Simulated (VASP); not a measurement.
Input of a VASP 6.6.1 run:

INCAR

```
SYSTEM = HfO2
PREC = Accurate ; ENCUT = 520
EDIFF = 1E-6 ; ISMEAR = -1
SIGMA = 0.05 ; LREAL = .False.
LASPH = .True. ; NELM = 150
ALGO = Normal ; ISIF = 2
LWAVE = .False. ; LCHARG = .False.
LMAXMIX = 4 ; LDAU = .True.
LDAUTYPE = 2 ; LDAUL = 2 -1
LDAUU = 3.5 0 ; LDAUJ = 0 0
LDAUPRINT = 1 ; GGA = PE
NBANDS = 18
```

KPOINTS

```
regular mesh
0
Gamma
  9 9 9
  0 0 0
```

Contents of POSCAR:

```
HfO2
1.0
    0.0000000000      2.5666159896      2.5666159896
    2.5666159896      0.0000000000      2.5666159896
    2.5666159896      2.5666159896      0.0000000000
Hf O
1 2
Direct
    0.0000000000      0.0000000000      0.0000000000
    0.7500000000      0.7500000000      0.7500000000
    0.2500000000      0.2500000000      0.2500000000
```

Potentials or basis: VASP PAW PBE potentials, release 64 (Hf_pv, O).

Run with:

```bash
$ cat potpaw_PBE.64/Hf_pv/POTCAR potpaw_PBE.64/O/POTCAR > POTCAR
$ mpirun -np 1 vasp_std > vasp.out
```

(1) Estimate the band gap on the k mesh.

(2) Estimate the pressure.

## Answers

(1) 4.25 eV (least direct gap 4.36 eV).

(2) 0.6 GPa.

Caveat: spin-orbit coupling is left out, which moves the levels of the heavy elements; an odd mesh through Γ misses points on the zone boundary, where band edges can lie.
